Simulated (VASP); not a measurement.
# CaO (P6_3/mmc) in VASP: a series of runs

Runs on CaO. Level: r2SCAN. Tasks: single point.

Program: VASP 6.6.1. These are calculated values, not measurements. Logs are shortened: lines on timing, memory, paths and dates and some standing lists are left out, and cuts for length are marked.

## 1. The cell of the first run

Symmetry: P6_3/mmc, No. 194, hexagonal system. The conventional cell has a = 3.402 Å, b = 3.402 Å, c = 5.791 Å, α = 90.00°, β = 90.00°, γ = 120.00°. Within 3.2 Å of Ca (site symmetry -3m) lie 6 O at 2.44 Å and 2 Ca at 2.90 Å. O (site symmetry -6m2) has 6 Ca at 2.44 Å within 3.2 Å.

## 2. Single point, r2SCAN (epitaxial xy strain +2.5%)

File POSCAR:

```
CaO
1.0
    3.4022710634      0.0000000000      0.0000000000
   -1.7011355317      2.9464531715      0.0000000000
    0.0000000000      0.0000000000      5.7912799519
Ca O
2 2
Direct
    0.0000000000      0.0000000000      0.0000000000
    0.0000000000      0.0000000000      0.5000000000
    0.3333333333      0.6666666667      0.2500000000
    0.6666666667      0.3333333333      0.7500000000
```

File INCAR.step1:

```
SYSTEM = CaO
  PREC = Accurate
  ENCUT = 520
  ISMEAR = 0
  SIGMA = 0.01
  LREAL = .FALSE.
  LASPH = .TRUE.
  NELM = 100
  NBANDS = 24
  GGA = PE
  ALGO = Normal
  EDIFF = 1E-4
  LWAVE = .TRUE.
  LCHARG = .FALSE.
```

File INCAR.step2:

```
SYSTEM = CaO
  PREC = Accurate
  ENCUT = 520
  EDIFF = 1E-7
  ISMEAR = 0
  SIGMA = 0.01
  LREAL = .FALSE.
  LASPH = .TRUE.
  NELM = 100
  ALGO = Normal
  ISIF = 2
  LWAVE = .FALSE.
  LCHARG = .FALSE.
  METAGGA = R2SCAN
  LMIXTAU = .TRUE.
  NBANDS = 24
  ISTART = 1
```

File KPOINTS:

```
regular mesh
0
G
  12 12 4
  0 0 0
```

Potentials or basis: VASP PAW PBE potentials, release 64 (Ca_sv, O).

Started as:

```console
cat potpaw_PBE.64/Ca_sv/POTCAR potpaw_PBE.64/O/POTCAR > POTCAR
cp INCAR.step1 INCAR
mpirun -np 1 vasp_std > vasp.out
cp INCAR.step2 INCAR
mpirun -np 1 vasp_std > vasp.out
```

OUTCAR:

```text
SYSTEM = CaO
   PREC = Accurate
   ENCUT = 520
   EDIFF = 1E-7
   ISMEAR = 0
   LREAL = .FALSE.
   LASPH = .TRUE.
   NELM = 100
   ISIF = 2
   METAGGA = R2SCAN
   ISTART = 1

 ion  position               nearest neighbor table
   1  0.000  0.000  0.000-   3 2.44   4 2.44   4 2.44   3 2.44   4 2.44   3 2.44   2 2.90   2 2.90

   2  0.000  0.000  0.500-   3 2.44   4 2.44   4 2.44   3 2.44   4 2.44   3 2.44   1 2.90   1 2.90

   3  0.333  0.667  0.250-   1 2.44   2 2.44   1 2.44   2 2.44   1 2.44   2 2.44
   4  0.667  0.333  0.750-   1 2.44   2 2.44   1 2.44   2 2.44   1 2.44   2 2.44

  LATTYP: Found a hexagonal cell.
 ALAT       =     3.4022710634
 C/A-ratio  =     1.7021806446

  Lattice vectors:

 A1 = (   3.4022710634,   0.0000000000,   0.0000000000)
 A2 = (  -1.7011355317,   2.9464531715,   0.0000000000)
 A3 = (   0.0000000000,   0.0000000000,   5.7912799519)

Analysis of symmetry for initial positions (statically):
=====================================================================
 Subroutine PRICEL returns:
 Original cell was already a primitive cell.

 Routine SETGRP: Setting up the symmetry group for a
 hexagonal supercell.

 Subroutine GETGRP returns: Found 24 space group operations
 (whereof 12 operations were pure point group operations)
 out of a pool of 24 trial point group operations.

The static configuration has the point symmetry D_3d.
 The point group associated with its full space group is D_6h.

Analysis of symmetry for dynamics (positions and initial velocities):
=====================================================================
 Subroutine PRICEL returns:
 Original cell was already a primitive cell.

 Routine SETGRP: Setting up the symmetry group for a
 hexagonal supercell.

 Subroutine GETGRP returns: Found 24 space group operations
 (whereof 12 operations were pure point group operations)
 out of a pool of 24 trial point group operations.

The dynamic configuration has the point symmetry D_3d.
 The point group associated with its full space group is D_6h.

 Subroutine INISYM returns: Found 24 space group operations
 (whereof 12 operations are pure point group operations),
 and found     1 'primitive' translations

----------------------------------------------------------------------------------------

                                     Primitive cell

  volume of cell :      58.0555

  direct lattice vectors                    reciprocal lattice vectors
     3.402271063  0.000000000  0.000000000     0.293921319  0.169695553  0.000000000
    -1.701135532  2.946453171  0.000000000     0.000000000  0.339391106  0.000000000
     0.000000000  0.000000000  5.791279952     0.000000000  0.000000000  0.172673400

  length of vectors
     3.402271063  3.402271063  5.791279952     0.339391106  0.339391106  0.172673400

  position of ions in fractional coordinates (direct lattice)
     0.000000000  0.000000000  0.000000000
     0.000000000  0.000000000  0.500000000
     0.333333333  0.666666667  0.250000000
     0.666666667  0.333333333  0.750000000

  ion indices of the primitive-cell ions
   primitive index   ion index
                 1           1
                 2           2
                 3           3
                 4           4

----------------------------------------------------------------------------------------

 KPOINTS: regular mesh

Automatic generation of k-mesh.
 Grid dimensions read from file:
 generate k-points for:   12   12    4

 Generating k-lattice:

  Cartesian coordinates                     Fractional coordinates (reciprocal lattice)
     0.024493443  0.014141296  0.000000000     0.083333333  0.000000000  0.000000000
     0.000000000  0.028282592  0.000000000     0.000000000  0.083333333  0.000000000
     0.000000000  0.000000000  0.043168350     0.000000000  0.000000000  0.250000000

  Length of vectors
     0.028282592  0.028282592  0.043168350

  Shift w.r.t. Gamma in fractional coordinates (k-lattice)
     0.000000000  0.000000000  0.000000000

 Subroutine IBZKPT returns following result:
 ===========================================

 Found     57 irreducible k-points:

 Following reciprocal coordinates:
            Coordinates               Weight
  0.000000  0.000000  0.000000      1.000000
  0.083333 -0.000000  0.000000      6.000000
  0.166667  0.000000  0.000000      6.000000
  0.250000  0.000000  0.000000      6.000000
  0.333333  0.000000  0.000000      6.000000
  0.416667  0.000000  0.000000      6.000000
[... 16 lines left out ...]
  0.250000  0.000000  0.250000     12.000000
  0.333333  0.000000  0.250000     12.000000
 [... further k-points ...]
   k-points           NKPTS =     57   k-points in BZ     NKDIM =     57   number of bands    NBANDS=     24
   number of dos      NEDOS =    301   number of ions     NIONS =      4
   total plane-waves  NPLWV =  37632
   dimension x,y,z NGX =    28 NGY =   28 NGZ =   48
   dimension x,y,z NGXF=    56 NGYF=   56 NGZF=   96
   ions per type =               2   2
   NGX,Y,Z   is equivalent  to a cutoff of  13.68, 13.68, 13.78 a.u.
   NGXF,Y,Z  is equivalent  to a cutoff of  27.36, 27.36, 27.56 a.u.
 SYSTEM =  CaO
   PREC   = accura    normal or accurate (medium, high low for compatibility)
   ISTART =      1    job   : 0-new  1-cont  2-samecut
   ICHARG =      0    charge: 1-file 2-atom 10-const
   ISPIN  =      1    spin polarized calculation?
   LNONCOLLINEAR =      F non collinear calculations
   LSORBIT =      F    spin-orbit coupling
   LASPH  =      T    aspherical Exc in radial PAW
   ENCUT  =  520.0 eV  38.22 Ry    6.18 a.u.   6.33  6.33 10.77*2*pi/ulx,y,z
   NELM   =    100;   NELMIN=  2; NELMDL=  0     # of ELM steps
   EDIFF  = 0.1E-06   stopping-criterion for ELM
   LREAL  =      F    real-space projection
   EDIFFG = 0.1E-05   stopping-criterion for IOM
   NSW    =      0    number of steps for IOM
   IBRION =     -1    ionic relax: 0-MD 1-quasi-New 2-CG
   NFREE  =      0    steps in history (QN), initial steepest desc. (CG)
   ISIF   =      2    stress and relaxation
   ISYM   =      2    0-nonsym 1-usesym 2-fastsym
   POTIM  = 0.5000    time-step for ionic-motion
   TEBEG  =    0.0;   TEEND  =   0.0 temperature during run
   PSTRESS=    0.0 pullay stress
   NELECT =      32.0000    total number of electrons
   NUPDOWN=      -1.0000    fix difference up-down
   EMIN   =  10.00;   EMAX   =-10.00  energy-range for DOS
   EFERMI =   0.00;   METHOD = LEGACY
   ISMEAR =     0;   SIGMA  =   0.01  broadening in eV -4-tet -1-fermi 0-gaus
   EFERMI_NEDOS =   21; number of points for ismear=-14 and -15
   IALGO  =     38    algorithm
   IMIX   =      4    mixing-type and parameters
     AMIX     =   0.40;   BMIX     =  1.00
     AMIX_MAG =   1.60;   BMIX_MAG =  1.00
  volume/ion in A,a.u.               =      14.51        97.94
  Fermi-wavevector in a.u.,A,eV,Ry     =   1.342282  2.536545 24.513908  1.801721
  Thomas-Fermi vector in A             =   2.470448
   LORBIT       =      0    0 simple, 1 ext, 2 COOP (PROOUT), +10 PAW based schemes
   METAGGA = R2SCAN    functional components
   LHFCALC =     F    Hartree Fock is set to
   AEXX    =    0.0000 exact exchange contribution
   IVDW    =     0    specifies the selected vdW correction
   LEPSILON=     F    determine dielectric tensor
   LRPA    =     F    only Hartree local field effects (RPA)
 non-spin polarized calculation
 Gauss-broadening in eV      SIGMA  =   0.01
  energy-cutoff  :      520.00
  volume of cell :       58.06
 maximum number of plane-waves:      1581
 NGX is ok and might be reduce to    28
   NGX = 13   NGY = 13   NGZ = 21

 number of electron      32.0000004 magnetization

 Free energy of the ion-electron system (eV)
  ---------------------------------------------------
  ext. energy  EPLUGINS =         0.00000000
  ---------------------------------------------------
  free energy    TOTEN  =       -38.20540536 eV

  energy without entropy =      -38.20540536  energy(sigma->0) =      -38.20540536

 E-fermi :   1.9149     XC(G=0): -10.8259

 val. band max:        1.8495661223   @ k =   0.0000   0.0000   0.0000
 cond. band min:       6.3021659724   @ k =   0.0000   0.0000   0.0000
 fundamental gap:      4.4525998501
 Fermi energy:         1.9149320932

 k-point     1 :       0.0000    0.0000    0.0000
  band No.  band energies     occupation
      1     -37.7882      2.00000
      2     -37.6183      2.00000
      3     -18.9857      2.00000
      4     -17.6898      2.00000
      5     -17.6898      2.00000
      6     -17.5509      2.00000
[... 16 lines left out ...]
     23      10.4339      0.00000
     24      10.7050      0.00000

 k-point     2 :       0.0833   -0.0000    0.0000
  band No.  band energies     occupation
      1     -37.7837      2.00000
      2     -37.6147      2.00000
      3     -18.9587      2.00000
      4     -17.7625      2.00000
      5     -17.6978      2.00000
      6     -17.5811      2.00000
[... 16 lines left out ...]
     23      10.4680      0.00000
     24      11.0807      0.00000

 k-point     3 :       0.1667    0.0000    0.0000
  band No.  band energies     occupation
      1     -37.7716      2.00000
      2     -37.6048      2.00000
      3     -18.8840      2.00000
      4     -17.9444      2.00000
      5     -17.7197      2.00000
      6     -17.6628      2.00000
[... 16 lines left out ...]
     23      10.5833      0.00000
     24      11.0360      0.00000

 k-point     4 :       0.2500    0.0000    0.0000
  band No.  band energies     occupation
      1     -37.7550      2.00000
      2     -37.5912      2.00000
      3     -18.7802      2.00000
      4     -18.1610      2.00000
      5     -17.7724      2.00000
      6     -17.7494      2.00000
[... 16 lines left out ...]
     23      10.8686      0.00000
     24      10.8768      0.00000

 k-point     5 :       0.3333    0.0000    0.0000
  band No.  band energies     occupation
      1     -37.7383      2.00000
      2     -37.5777      2.00000
      3     -18.6847      2.00000
      4     -18.3387      2.00000
      5     -17.8798      2.00000
      6     -17.7789      2.00000
[... 16 lines left out ...]
     23      10.9382      0.00000
     24      11.3935      0.00000

 k-point     6 :       0.4167    0.0000    0.0000
  band No.  band energies     occupation
      1     -37.7261      2.00000
      2     -37.5677      2.00000
      3     -18.6541      2.00000
      4     -18.4126      2.00000
      5     -17.9571      2.00000
      6     -17.8003      2.00000
[... 16 lines left out ...]
     23      11.2133      0.00000
     24      11.4007      0.00000
[... 379 lines left out ...]
 k-point    21 :       0.0833   -0.0000    0.2500
  band No.  band energies     occupation
      1     -37.7595      2.00000
      2     -37.6399      2.00000
      3     -18.7745      2.00000
      4     -17.7901      2.00000
      5     -17.6775      2.00000
      6     -17.6686      2.00000
[... 16 lines left out ...]
     23       9.8193      0.00000
     24      10.5352      0.00000

 k-point    22 :       0.1667    0.0000    0.2500
  band No.  band energies     occupation
      1     -37.7477      2.00000
      2     -37.6297      2.00000
      3     -18.7082      2.00000
      4     -17.9414      2.00000
      5     -17.6987      2.00000
      6     -17.6983      2.00000
[... 16 lines left out ...]
     23       9.9261      0.00000
     24      10.7541      0.00000

 k-point    23 :       0.2500    0.0000    0.2500
  band No.  band energies     occupation
      1     -37.7315      2.00000
      2     -37.6157      2.00000
      3     -18.6161      2.00000
      4     -18.1290      2.00000
      5     -17.8220      2.00000
      6     -17.7275      2.00000
[... 16 lines left out ...]
     23      10.2425      0.00000
     24      10.8584      0.00000

 k-point    24 :       0.3333    0.0000    0.2500
  band No.  band energies     occupation
      1     -37.7152      2.00000
      2     -37.6016      2.00000
      3     -18.5343      2.00000
      4     -18.2815      2.00000
      5     -17.9468      2.00000
      6     -17.7560      2.00000
[... 16 lines left out ...]
     23      10.7750      0.00000
     24      11.0700      0.00000

 [... further k-points ...]
[... 5 lines left out ...]
  --------------------------------------------------------------------------------------
  -------------------------------------------------------------------------------------
  Total       -2.1324583     -2.1324583      0.3491143      0.0000000      0.0000000      0.0000000
  in kB      -58.8502235    -58.8502235      9.6346331      0.0000000      0.0000000      0.0000000
  external PRESSURE =     -36.0219380 kB  Pullay stress =       0.0000000 kB

 VOLUME and BASIS-vectors are now :
 -----------------------------------------------------------------------------
  energy-cutoff  :      520.00
  volume of cell :       58.06
      direct lattice vectors                 reciprocal lattice vectors
     3.402271063  0.000000000  0.000000000     0.293921319  0.169695553  0.000000000
    -1.701135532  2.946453171  0.000000000     0.000000000  0.339391106  0.000000000
     0.000000000  0.000000000  5.791279952     0.000000000  0.000000000  0.172673400

 POSITION                                       TOTAL-FORCE (eV/Angst)
 -----------------------------------------------------------------------------------
      0.00000      0.00000      0.00000        -0.000000     -0.000000      0.000000
      0.00000      0.00000      2.89564        -0.000000     -0.000000      0.000000
     -0.00000      1.96430      1.44782         0.000000     -0.000000     -0.000000
      1.70114      0.98215      4.34346        -0.000000      0.000000     -0.000000
 -----------------------------------------------------------------------------------
    total drift:                                0.000000     -0.000000      0.000000

  FREE ENERGIE OF THE ION-ELECTRON SYSTEM (eV)
  ---------------------------------------------------
  free  energy   TOTEN  =       -38.2054053638 eV

  energy  without entropy=      -38.2054053638  energy(sigma->0) =      -38.20540536
```

Wall time 11 min (1 thread of Intel Xeon 8259CL, shared host); peak memory 0.24 GiB.

Results:

| Item | Value |
| --- | --- |
| Free energy | -38.2054 eV |
| Pressure | -3.6 GPa |
| Band gap on the k mesh | 4.45 eV |

Caveat: the cell differs from its parent crystal (epitaxial xy strain +2.5%); the stress differs along the axes, from -6 to 1 GPa; the PAW data sets were made with another functional, which shifts forces and pressure a little. A k mesh can miss the band edges.

(Continued in part 2 of 2.)
